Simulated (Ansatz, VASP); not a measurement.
# Rh in VASP and in Ansatz

```
CELL_PARAMETERS angstrom
2.73098 0.00000 0.00000
-1.36549 2.36510 0.00000
0.00000 0.00000 4.42849
ATOMIC_POSITIONS crystal
Rh 0.33333 0.66667 0.25000
Rh 0.66667 0.33333 0.75000
```

Alike in both runs: task single point; functional r2SCAN; k mesh 11 × 11 × 6; occupations fermi-dirac, width 0.05 eV; no spin polarisation.

```csv
,VASP,Ansatz
version,VASP 6.6.1,Ansatz 0.2.0
potentials or method,"VASP PAW PBE potentials, release 64 (Rh_sv_GW)",Ansatz PAW
plane-wave cutoff (eV),580,500
valence electrons in the cell,34,34
```

```tsv
	VASP	Ansatz	Ansatz less VASP
gap on the k mesh at the Fermi level (eV)	none	none	-
pressure (GPa)	-11.1	-9.7	+1.44
traceless stress, the component that is largest in VASP (GPa)	-1.00	-0.98	+0.020
```

VASP's potentials were made for PBE, not for r2SCAN. A gap of «none» marks a metal or a gap that the smearing closes.
